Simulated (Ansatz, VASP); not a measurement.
## Re: VASP beside Ansatz

```
Re
1.0
     2.77482    0.00000    0.00000
    -1.38741    2.40307    0.00000
     0.00000    0.00000   26.21056
Re
6
Direct
  0.66667 0.33333 0.28614
  0.33333 0.66667 0.37169
  0.66667 0.33333 0.45723
  0.33333 0.66667 0.54277
  0.66667 0.33333 0.62831
  0.33333 0.66667 0.71386
```

Alike in both runs: task single point; functional PBE; k mesh 15 × 15 × 1; occupations gaussian, width 0.1 eV; no spin polarisation.

```csv
,VASP,Ansatz
version,VASP 6.6.1,Ansatz 0.2.0
potentials or method,"VASP PAW PBE potentials, release 64 (Re), cutoff 520 eV","scalar-relativistic, plane waves, PAW"
valence electrons in the cell,42,90
```

Ansatz gave:

```
gap on the k mesh at the Fermi level (eV) : none
rms of the force components (eV/Å)        : 0.619
```

Task: Estimate VASP's values.

Result: gap on the k mesh at the Fermi level (eV): none; rms of the force components (eV/Å): 0.638.

Atom by atom the forces differ by 0.020 eV/Å (rms over components). A gap of «none» marks a metal or a gap that the smearing closes. VASP's potentials hold 42 valence electrons a cell and Ansatz's 90, so a difference there can come from the potentials and not from the codes. Ansatz's warnings: xc potential rough in thin density.

Neither program's run includes spin-orbit coupling.
